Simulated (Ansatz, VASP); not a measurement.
**CuO: VASP beside Ansatz**

```
Cu O
1.0
     2.33880   -1.72965    0.00000
     2.33880    1.72965    0.00000
    -0.79881    0.00000    5.06378
Cu O
2 2
Direct
  0.00000 0.50000 0.00000
  0.50000 0.00000 0.50000
  0.54790 0.45210 0.25000
  0.45210 0.54790 0.75000
```

Alike in both runs: task single point; functional PBE; k mesh 8 × 8 × 5; occupations fermi-dirac, width 0.02 eV; collinear spin.

```csv
,VASP,Ansatz
version,VASP 6.6.1,Ansatz 0.2.0
potentials or method,"VASP PAW PBE potentials, release 64 (Cu, O), cutoff 520 eV","PAW, plane waves, scalar-relativistic"
valence electrons in the cell,34,50
```

```tsv
	VASP	Ansatz	Ansatz less VASP
pressure (GPa)	8.5	7.7	-0.83
traceless stress, the component that is largest in VASP (GPa)	3.05	2.82	-0.233
rms of the force components (eV/Å)	0.124	0.103	-0.0212
net moment per atom (μB)	0.00	0.00	0.000
```

Atom by atom the forces differ by 0.021 eV/Å (rms over components). VASP's potentials hold 34 valence electrons a cell and Ansatz's 50, so a difference there can come from the potentials and not from the codes. Ansatz's warnings: seeded moment not kept.
